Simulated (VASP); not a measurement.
Set up this calculation in VASP 6.6.1, as the native input.

```yaml
Task: single point
Functional: PBE
Potentials_or_basis: VASP PAW PBE potentials, release 64 (Be, S)
Cutoff: 520 eV
k_mesh: 8 × 8 × 8
Occupations: gaussian, width 0.05 eV
Spin: no spin polarisation
Dipole_correction: no
Further_INCAR_settings: ALGO = Normal; EDIFF = 1e-06; NBANDS = 11
```

The structure of BeS lies in POSCAR:

```
BeS
1.0
    0.0000000000      2.4613750000      2.4977500000
    2.4613750000      0.0000000000      2.4977500000
    2.4613750000      2.4613750000      0.0000000000
Be S
1 1
Direct
    0.0000000000      0.0000000000      0.0000000000
    0.7500000000      0.7500000000      0.7500000000
```

This cell differs from its parent crystal: strain +0.015 along x and y, +0.030 along z.

These files were run (other wordings do the same):

INCAR

```
ALGO = Normal
EDIFF = 1E-6
ENCUT = 520
GGA = PE
ISIF = 2
ISMEAR = 0
LASPH = T
LCHARG = F
LREAL = F
LWAVE = F
NBANDS = 11
NELM = 60
PREC = Accurate
SIGMA = 0.05
```

KPOINTS

```
k-points
0
Gamma
  8 8 8
```

Potentials or basis: VASP PAW PBE potentials, release 64 (Be, S).

Command:

```console
$ cat potpaw_PBE.64/Be/POTCAR potpaw_PBE.64/S/POTCAR > POTCAR
$ mpirun -np 1 vasp_std > vasp.out
```

Results of the run:

```yaml
Pressure: -3.7 GPa
Band_gap_on_the_k_mesh: 3.18 eV, indirect (least direct gap 5.37 eV)
```

Caveat: the cell differs from its parent crystal (strain +0.015 along x and y, +0.030 along z).

It took 9.8 s on 1 thread of Intel(R) Xeon(R) 6975P-C (Granite Rapids), on a shared host, peak memory 0.15 GiB.
